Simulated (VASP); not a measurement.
A run of VASP 6.6.1 is set up as follows.

The input INCAR:

```
PREC     = Accurate       # precision mode
ENCUT    = 500            # plane-wave cutoff, eV
EDIFF    = 1E-7           # SCF threshold, eV
ISMEAR   = 0              # smearing method
SIGMA    = 0.02           # smearing width, eV
LREAL    = F              # projectors in reciprocal space
LASPH    = T              # aspherical terms in the spheres
NELM     = 120            # most SCF steps
ALGO     = Normal         # electronic algorithm
ISIF     = 3              # what is computed and relaxed
LWAVE    = F              # write WAVECAR
LCHARG   = F              # write CHGCAR
GGA      = PE             # functional
IVDW     = 12             # dispersion correction
IBRION   = 2              # ionic algorithm
NSW      = 70             # ionic steps
EDIFFG   = -0.02          # ionic threshold
GGA_COMPAT= F            
NELMIN   = 4
```

The input KPOINTS:

```
regular mesh
0
Gamma
  6 6 6
```

The input POSCAR:

```
SiSe2
1.0
   -3.1120166800      5.0102210000      2.9354493600
    3.1120166800     -5.0102210000      2.9354493600
    3.1120166800      5.0102210000     -2.9354493600
Si Se
2 4
Direct
    0.7500000000      0.7500000000      0.0000000000
    0.2500000000      0.2500000000      0.0000000000
    0.1206518800      0.2032192100      0.3238710800
    0.8793481000      0.7967808200      0.6761289200
    0.3793481300      0.7032191800      0.0825673300
    0.6206519000      0.2967807900      0.9174326700
```

Potentials or basis: VASP PAW PBE potentials, release 64 (Si, Se).

Launch:

```bash
$ cat potpaw_PBE.64/Si/POTCAR potpaw_PBE.64/Se/POTCAR > POTCAR
$ mpirun -np 1 vasp_std > vasp.out
```

Q: Predict the space group after relaxing (to 0.05 Å).

A: Ibam (No. 72).

Q: Predict the dispersion energy per atom.

A: -0.283 eV.

Q: Predict the relaxed volume.

A: 26.98 Å³/atom.

Q: Predict the band gap on the k mesh.

A: 1.50 eV, indirect (least direct gap 1.74 eV).

Step by step:
| step | energy change (eV) | largest force (eV/Å) | pressure (GPa) | volume (Å³) |
| --- | --- | --- | --- | --- |
| 1 | 0.0000 | 0.3575 | 0.28 | 183.08 |
| 2 | -0.0082 | 0.0328 | -0.98 | 184.50 |
| 3 | -0.0098 | 0.0776 | -0.62 | 184.09 |
| 4 | -0.0221 | 0.0683 | -0.56 | 181.76 |
| 5 | -0.0518 | 0.0498 | -0.30 | 174.87 |
| 6 | -0.0680 | 0.0562 | 0.58 | 161.62 |
| 7 | -0.0703 | 0.0540 | 0.30 | 165.38 |
| 8 | -0.0795 | 0.0876 | -0.12 | 163.80 |
| 9 | -0.0807 | 0.1384 | -0.32 | 163.01 |
| 10 | -0.0835 | 0.0555 | 0.19 | 161.07 |
| 11 | -0.0836 | 0.0552 | 0.10 | 161.41 |
| 12 | -0.0844 | 0.0519 | 0.03 | 161.60 |
| 13 | -0.0851 | 0.0527 | -0.15 | 162.05 |
| 14 | -0.0855 | 0.0356 | -0.08 | 161.98 |
| 15 | -0.0859 | 0.0226 | 0.03 | 161.85 |
| 16 | -0.0856 | 0.0737 | 0.25 | 161.60 |
| 17 | -0.0860 | 0.0315 | 0.09 | 161.79 |
| 18 | -0.0863 | 0.0188 | 0.05 | 161.90 |

A k mesh can miss the band edges. As with any semilocal functional, this PBE gap is likely too small.
